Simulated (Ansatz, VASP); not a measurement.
SiC: VASP beside Ansatz

INCAR

```
  PREC = Accurate
  ENCUT = 600
  EDIFF = 1E-6
  ISMEAR = -1
  SIGMA = 0.5
  LREAL = False
  LASPH = True
  NELM = 120
  ALGO = Normal
  ISIF = 2
  LWAVE = False
  LCHARG = False
  GGA = PE
  NBANDS = 16
  GGA_COMPAT = False
```

File KPOINTS:

```
Automatic mesh
0
Gamma
  6 6 4
```

POSCAR

```
SiC
1.0
    3.1373352533      0.0000000000      0.0000000000
   -1.5686676266      2.7170120295      0.0000000000
    0.0000000000      0.0000000000      4.9327190645
Si C
2 2
Direct
    0.3333333333      0.6666666667      0.2500000000
    0.6666666667      0.3333333333      0.7500000000
    0.6666666667      0.3333333333      0.2500000000
    0.3333333333      0.6666666667      0.7500000000
```

Input for Ansatz:

```yaml
crystal:
  lattice:
    - [3.1373352533, 0.0, 0.0]
    - [-1.5686676266, 2.7170120295, 0.0]
    - [0.0, 0.0, 4.9327190645]
  atoms:
    - { symbol: Si, position: [0.3333333333, 0.6666666667, 0.25] }
    - { symbol: Si, position: [0.6666666667, 0.3333333333, 0.75] }
    - { symbol: C, position: [0.6666666667, 0.3333333333, 0.25] }
    - { symbol: C, position: [0.3333333333, 0.6666666667, 0.75] }
kpoints:
  mp_grid: { grid: [6, 6, 4] }
hamiltonian:
  xc: pbe
scf:
  occupations: { method: fermi_dirac, width: 0.5 }
  n_extra_bands: 5
output:
  forces: true
  stress: true
  eigenvalues: true
```

Alike in both runs: task single point; functional PBE; k mesh 6 × 6 × 4; occupations fermi-dirac, width 0.5 eV; no spin polarisation.

|  | VASP | Ansatz |
| --- | --- | --- |
| version | VASP 6.6.1 | Ansatz 0.2.0 |
| potentials or method | VASP PAW PBE potentials, release 64 (Si, C) | plane waves |
| plane-wave cutoff (eV) | 600 | 420 |
| valence electrons in the cell | 16 | 16 |

|  | VASP | Ansatz | Ansatz less VASP |
| --- | --- | --- | --- |
| pressure (GPa) | 4.7 | 4.9 | +0.23 |
| traceless stress, the component that is largest in VASP (GPa) | -4.95 | -5.11 | -0.161 |

The functional is the same, so the differences come from potentials, cutoffs and numerics.

The k mesh is coarse, so the values compare programs but aren't converged.
